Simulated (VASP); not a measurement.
# ZnSe (P4/nmm) in VASP: a series of runs

Runs on ZnSe. Level: PBE. Tasks: single point.

All numbers are computed with VASP 6.6.1; they aren't measurements. Logs are shortened: lines on timing, memory, paths and dates and some standing lists are left out, and cuts for length are marked.

### Step 1. The cell of the first run

It takes space group P4/nmm (No. 129, tetragonal). The conventional cell has a = 4.162 Å, b = 4.162 Å, c = 6.150 Å, α = 90.00°, β = 90.00°, γ = 90.00°. Se (site symmetry 4mm) has 4 Zn at 2.57 Å within 3.4 Å. Zn (site symmetry -4m2) has 4 Se at 2.57 Å and 4 Zn at 2.94 Å within 3.4 Å.

### Step 2. Single point, PBE

The input, INCAR:

```
  PREC = Accurate
  ENCUT = 520
  EDIFF = 1E-6
  ISMEAR = -1
  SIGMA = 0.05
  LREAL = False
  LASPH = True
  NELM = 80
  ALGO = Normal
  ISIF = 2
  LWAVE = False
  LCHARG = False
  GGA = PE
  NBANDS = 26
```

The input, KPOINTS:

```
Automatic mesh
0
Gamma
  7 7 5
```

The input, POSCAR:

```
ZnSe
1.0
    4.1617569094      0.0000000000      0.0000000000
    0.0000000000      4.1617569094      0.0000000000
    0.0000000000      0.0000000000      6.1502321870
Se Zn
2 2
Direct
    0.5000000000      0.0000000000      0.7537200000
    0.0000000000      0.5000000000      0.2462800000
    0.5000000000      0.5000000000      0.0000000000
    0.0000000000      0.0000000000      0.0000000000
```

Potentials or basis: VASP PAW PBE potentials, release 64 (Se, Zn).

Launch:

```bash
> cat potpaw_PBE.64/Se/POTCAR potpaw_PBE.64/Zn/POTCAR > POTCAR
> mpirun -np 1 vasp_std > vasp.out
```

OUTCAR:

```text
PREC = Accurate
   ENCUT = 520
   EDIFF = 1E-6
   ISMEAR = -1
   LREAL = False
   LASPH = True
   NELM = 80
   ISIF = 2
   GGA = PE

 ion  position               nearest neighbor table
   1  0.500  0.000  0.754-   3 2.57   4 2.57   3 2.57   4 2.57
   2  0.000  0.500  0.246-   3 2.57   4 2.57   4 2.57   3 2.57
   3  0.500  0.500  0.000-   1 2.57   2 2.57   1 2.57   2 2.57   4 2.94   4 2.94   4 2.94   4 2.94

   4  0.000  0.000  0.000-   1 2.57   2 2.57   2 2.57   1 2.57   3 2.94   3 2.94   3 2.94   3 2.94

  LATTYP: Found a simple tetragonal cell.
 ALAT       =     4.1617569094
 C/A-ratio  =     1.4777970749

  Lattice vectors:

 A1 = (   4.1617569094,   0.0000000000,   0.0000000000)
 A2 = (   0.0000000000,   4.1617569094,   0.0000000000)
 A3 = (   0.0000000000,   0.0000000000,   6.1502321870)

Analysis of symmetry for initial positions (statically):
=====================================================================
 Subroutine PRICEL returns:
 Original cell was already a primitive cell.

 Routine SETGRP: Setting up the symmetry group for a
 simple tetragonal supercell.

 Subroutine GETGRP returns: Found 16 space group operations
 (whereof  8 operations were pure point group operations)
 out of a pool of 16 trial point group operations.

The static configuration has the point symmetry D_2d.
 The point group associated with its full space group is D_4h.

Analysis of symmetry for dynamics (positions and initial velocities):
=====================================================================
 Subroutine PRICEL returns:
 Original cell was already a primitive cell.

 Routine SETGRP: Setting up the symmetry group for a
 simple tetragonal supercell.

 Subroutine GETGRP returns: Found 16 space group operations
 (whereof  8 operations were pure point group operations)
 out of a pool of 16 trial point group operations.

The dynamic configuration has the point symmetry D_2d.
 The point group associated with its full space group is D_4h.

 Subroutine INISYM returns: Found 16 space group operations
 (whereof  8 operations are pure point group operations),
 and found     1 'primitive' translations

----------------------------------------------------------------------------------------

                                     Primitive cell

  volume of cell :     106.5234

  direct lattice vectors                    reciprocal lattice vectors
     4.161756909  0.000000000  0.000000000     0.240283136  0.000000000  0.000000000
     0.000000000  4.161756909  0.000000000     0.000000000  0.240283136  0.000000000
     0.000000000  0.000000000  6.150232187     0.000000000  0.000000000  0.162595487

  length of vectors
     4.161756909  4.161756909  6.150232187     0.240283136  0.240283136  0.162595487

  position of ions in fractional coordinates (direct lattice)
     0.500000000  0.000000000  0.753720000
     0.000000000  0.500000000  0.246280000
     0.500000000  0.500000000  0.000000000
     0.000000000  0.000000000  0.000000000

  ion indices of the primitive-cell ions
   primitive index   ion index
                 1           1
                 2           2
                 3           3
                 4           4

----------------------------------------------------------------------------------------

 KPOINTS: Automatic mesh

Automatic generation of k-mesh.
 Grid dimensions read from file:
 generate k-points for:    7    7    5

 Generating k-lattice:

  Cartesian coordinates                     Fractional coordinates (reciprocal lattice)
     0.034326162  0.000000000  0.000000000     0.142857143  0.000000000  0.000000000
     0.000000000  0.034326162  0.000000000     0.000000000  0.142857143  0.000000000
     0.000000000  0.000000000  0.032519097     0.000000000  0.000000000  0.200000000

  Length of vectors
     0.034326162  0.034326162  0.032519097

  Shift w.r.t. Gamma in fractional coordinates (k-lattice)
     0.000000000  0.000000000  0.000000000

 Subroutine IBZKPT returns following result:
 ===========================================

 Found     30 irreducible k-points:

 Following reciprocal coordinates:
            Coordinates               Weight
  0.000000  0.000000  0.000000      1.000000
  0.142857  0.000000  0.000000      4.000000
  0.285714  0.000000  0.000000      4.000000
  0.428571  0.000000  0.000000      4.000000
  0.142857  0.142857  0.000000      4.000000
  0.285714  0.142857  0.000000      8.000000
[... 16 lines left out ...]
  0.285714  0.000000  0.400000      8.000000
  0.428571  0.000000  0.400000      8.000000
 [... further k-points ...]
   k-points           NKPTS =     30   k-points in BZ     NKDIM =     30   number of bands    NBANDS=     26
   number of dos      NEDOS =    301   number of ions     NIONS =      4
   total plane-waves  NPLWV =  49152
   dimension x,y,z NGX =    32 NGY =   32 NGZ =   48
   dimension x,y,z NGXF=    64 NGYF=   64 NGZF=   96
   ions per type =               2   2
   NGX,Y,Z   is equivalent  to a cutoff of  12.78, 12.78, 12.97 a.u.
   NGXF,Y,Z  is equivalent  to a cutoff of  25.57, 25.57, 25.95 a.u.
 SYSTEM =  unknown system
   PREC   = accura    normal or accurate (medium, high low for compatibility)
   ISTART =      0    job   : 0-new  1-cont  2-samecut
   ICHARG =      2    charge: 1-file 2-atom 10-const
   ISPIN  =      1    spin polarized calculation?
   LNONCOLLINEAR =      F non collinear calculations
   LSORBIT =      F    spin-orbit coupling
   LASPH  =      T    aspherical Exc in radial PAW
   ENCUT  =  520.0 eV  38.22 Ry    6.18 a.u.   7.74  7.74 11.44*2*pi/ulx,y,z
   NELM   =     80;   NELMIN=  2; NELMDL= -5     # of ELM steps
   EDIFF  = 0.1E-05   stopping-criterion for ELM
   LREAL  =      F    real-space projection
   EDIFFG = 0.1E-04   stopping-criterion for IOM
   NSW    =      0    number of steps for IOM
   IBRION =     -1    ionic relax: 0-MD 1-quasi-New 2-CG
   NFREE  =      0    steps in history (QN), initial steepest desc. (CG)
   ISIF   =      2    stress and relaxation
   ISYM   =      2    0-nonsym 1-usesym 2-fastsym
   POTIM  = 0.5000    time-step for ionic-motion
   TEBEG  =    0.0;   TEEND  =   0.0 temperature during run
   PSTRESS=    0.0 pullay stress
   NELECT =      36.0000    total number of electrons
   NUPDOWN=      -1.0000    fix difference up-down
   EMIN   =  10.00;   EMAX   =-10.00  energy-range for DOS
   EFERMI =   0.00;   METHOD = LEGACY
   ISMEAR =    -1;   SIGMA  =   0.05  broadening in eV -4-tet -1-fermi 0-gaus
   EFERMI_NEDOS =   21; number of points for ismear=-14 and -15
   IALGO  =     38    algorithm
   IMIX   =      4    mixing-type and parameters
     AMIX     =   0.40;   BMIX     =  1.00
     AMIX_MAG =   1.60;   BMIX_MAG =  1.00
  volume/ion in A,a.u.               =      26.63       179.71
  Fermi-wavevector in a.u.,A,eV,Ry     =   1.140322  2.154895 17.692110  1.300333
  Thomas-Fermi vector in A             =   2.277024
   LORBIT       =      0    0 simple, 1 ext, 2 COOP (PROOUT), +10 PAW based schemes
   GGA     = PE    functional components
   LHFCALC =     F    Hartree Fock is set to
   AEXX    =    0.0000 exact exchange contribution
   IVDW    =     0    specifies the selected vdW correction
   LEPSILON=     F    determine dielectric tensor
   LRPA    =     F    only Hartree local field effects (RPA)
 non-spin polarized calculation
  energy-cutoff  :      520.00
  volume of cell :      106.52
 maximum number of plane-waves:      2894
 NGX is ok and might be reduce to    32
   NGX = 15   NGY = 15   NGZ = 23

 number of electron      35.9999942 magnetization

 Free energy of the ion-electron system (eV)
  ---------------------------------------------------
  ext. energy  EPLUGINS =         0.00000000
  ---------------------------------------------------
  free energy    TOTEN  =       -11.40434514 eV

  energy without entropy =      -11.40434514  energy(sigma->0) =      -11.40434514

 E-fermi :   1.3116     XC(G=0):  -8.4922

 val. band max:        0.3489560480   @ k =   0.0000   0.0000   0.0000
 cond. band min:       2.2306998105   @ k =   0.0000   0.0000   0.0000
 fundamental gap:      1.8817437624
 Fermi energy:         1.3116318927

 k-point     1 :       0.0000    0.0000    0.0000
  band No.  band energies     occupation
      1     -12.3026      2.00000
      2     -11.4683      2.00000
      3      -6.2249      2.00000
      4      -6.2079      2.00000
      5      -6.1410      2.00000
      6      -6.1410      2.00000
[... 18 lines left out ...]
     25      10.0220      0.00000
     26      10.7431      0.00000

 k-point     2 :       0.1429    0.0000    0.0000
  band No.  band energies     occupation
      1     -12.2279      2.00000
      2     -11.4665      2.00000
      3      -6.2112      2.00000
      4      -6.1728      2.00000
      5      -6.1183      2.00000
      6      -6.1097      2.00000
[... 18 lines left out ...]
     25       9.0526      0.00000
     26       9.2642      0.00000

 k-point     3 :       0.2857    0.0000    0.0000
  band No.  band energies     occupation
      1     -12.0299      2.00000
      2     -11.4870      2.00000
      3      -6.1606      2.00000
      4      -6.0764      2.00000
      5      -6.0432      2.00000
      6      -6.0304      2.00000
[... 18 lines left out ...]
     25       7.9429      0.00000
     26       8.0994      0.00000

 k-point     4 :       0.4286    0.0000    0.0000
  band No.  band energies     occupation
      1     -11.7836      2.00000
      2     -11.5848      2.00000
      3      -6.0701      2.00000
      4      -5.9602      2.00000
      5      -5.9563      2.00000
      6      -5.9481      2.00000
[... 18 lines left out ...]
     25       7.6583      0.00000
     26       8.0568      0.00000
[... 496 lines left out ...]
      1     -12.1343      2.00000
      2     -11.5831      2.00000
      3      -6.2118      2.00000
      4      -6.1607      2.00000
      5      -6.1232      2.00000
      6      -6.1128      2.00000
[... 18 lines left out ...]
     25       8.2831      0.00000
     26       8.8251      0.00000

 k-point    23 :       0.2857    0.0000    0.4000
  band No.  band energies     occupation
      1     -11.9573      2.00000
      2     -11.5654      2.00000
      3      -6.1616      2.00000
      4      -6.0849      2.00000
      5      -6.0479      2.00000
      6      -6.0320      2.00000
[... 18 lines left out ...]
     25       7.5524      0.00000
     26       8.2449      0.00000

 k-point    24 :       0.4286    0.0000    0.4000
  band No.  band energies     occupation
      1     -11.7508      2.00000
      2     -11.6076      2.00000
      3      -6.0709      2.00000
      4      -5.9603      2.00000
      5      -5.9551      2.00000
      6      -5.9294      2.00000
[... 18 lines left out ...]
     25       8.6462      0.00000
     26       9.0952      0.00000

 [... further k-points ...]

------------------------ aborting loop because EDIFF is reached ----------------------------------------

  FORCE on cell =-STRESS in cart. coord.  units (eV):
  Direction    XX          YY          ZZ          XY          YZ          ZX
  --------------------------------------------------------------------------------------
  -------------------------------------------------------------------------------------
  Total       -1.2574401     -1.2574401     -1.1245597      0.0000000      0.0000000     -0.0000000
  in kB      -18.9126751    -18.9126751    -16.9140720      0.0000000      0.0000000     -0.0000000
  external PRESSURE =     -18.2464740 kB  Pullay stress =       0.0000000 kB

 VOLUME and BASIS-vectors are now :
 -----------------------------------------------------------------------------
  energy-cutoff  :      520.00
  volume of cell :      106.52
      direct lattice vectors                 reciprocal lattice vectors
     4.161756909  0.000000000  0.000000000     0.240283136  0.000000000  0.000000000
     0.000000000  4.161756909  0.000000000     0.000000000  0.240283136  0.000000000
     0.000000000  0.000000000  6.150232187     0.000000000  0.000000000  0.162595487

 POSITION                                       TOTAL-FORCE (eV/Angst)
 -----------------------------------------------------------------------------------
      2.08088      0.00000      4.63555         0.000000      0.000000      0.404695
      0.00000      2.08088      1.51468        -0.000000     -0.000000     -0.404695
      2.08088      2.08088      0.00000        -0.000000     -0.000000     -0.000000
      0.00000      0.00000      0.00000        -0.000000      0.000000     -0.000000
 -----------------------------------------------------------------------------------
    total drift:                                0.000000     -0.000000     -0.000000

  FREE ENERGIE OF THE ION-ELECTRON SYSTEM (eV)
  ---------------------------------------------------
  free  energy   TOTEN  =       -11.4043451449 eV

  energy  without entropy=      -11.4043451444  energy(sigma->0) =      -11.40434514
```

Run time: 69 s. Hardware: 1 thread of Intel Xeon 8259CL, shared host; peak memory 0.25 GiB.

Results:

```
Free energy            : -11.4043 eV
Pressure               : -1.8 GPa
Largest force          : 0.405 eV/Å
Band gap on the k mesh : 1.88 eV
```

Forces in eV/Å, atoms in the order of the input:
```
Se   0.000  0.000  0.405
Se   0.000  0.000 -0.405
Zn   0.000  0.000  0.000
Zn   0.000  0.000  0.000
```

Stress tensor (GPa, compression positive):
```
-1.89  0.00  0.00
 0.00 -1.89  0.00
 0.00  0.00 -1.69
```

Caveat: an odd mesh through Γ misses points on the zone boundary, where band edges can lie.

### Step 3. Single point, PBE

This run uses another cell than the first one, of 27.14 Å³/atom.

The input, INCAR:

```
ALGO = Normal ; EDIFF = 1E-7
ENCUT = 520 ; GGA = PE
ISIF = 2 ; ISMEAR = -1
LASPH = True ; LCHARG = False
LREAL = False ; LWAVE = False
NBANDS = 26 ; NELM = 80
PREC = Accurate ; SIGMA = 0.05
```

The input, KPOINTS:

```
k-points
0
Gamma
  7 7 5
```

The input, POSCAR:

```
ZnSe
1.0
    4.1882656299      0.0000000000      0.0000000000
    0.0000000000      4.1882656299      0.0000000000
    0.0000000000      0.0000000000      6.1894066966
Se Zn
2 2
Direct
    0.5000000000      0.0000000000      0.7537200000
    0.0000000000      0.5000000000      0.2462800000
    0.5000000000      0.5000000000      0.0000000000
    0.0000000000      0.0000000000      0.0000000000
```

Potentials or basis: VASP PAW PBE potentials, release 64 (Se, Zn).

Launch:

```bash
> cat potpaw_PBE.64/Se/POTCAR potpaw_PBE.64/Zn/POTCAR > POTCAR
> mpirun -np 1 vasp_std > vasp.out
```

Run time: 82 s. Hardware: 1 thread of Intel Xeon 8259CL, shared host; peak memory 0.25 GiB.

It converged, with:

```yaml
Free_energy: -11.3760 eV
Pressure: -2.6 GPa
Largest_force: 0.563 eV/Å
Band_gap_on_the_k_mesh: 1.85 eV
```

Forces in eV/Å, atoms in the order of the input:
```
Se   0.000  0.000  0.563
Se   0.000  0.000 -0.563
Zn   0.000  0.000  0.000
Zn   0.000  0.000  0.000
```

Stress tensor (GPa, compression positive):
```
-2.69  0.00  0.00
 0.00 -2.69  0.00
 0.00  0.00 -2.42
```

Levels at points of the mesh, in eV from the valence-band top:
```csv
k point,band 15,band 16,band 17,band 18,band 19,band 20,band 21,band 22
"(0.00, 0.00, 0.00)",-1.93,-0.01,0.00,0.00,1.85,1.87,3.15,5.78
```

Caveat: an odd mesh through Γ misses points on the zone boundary, where band edges can lie.
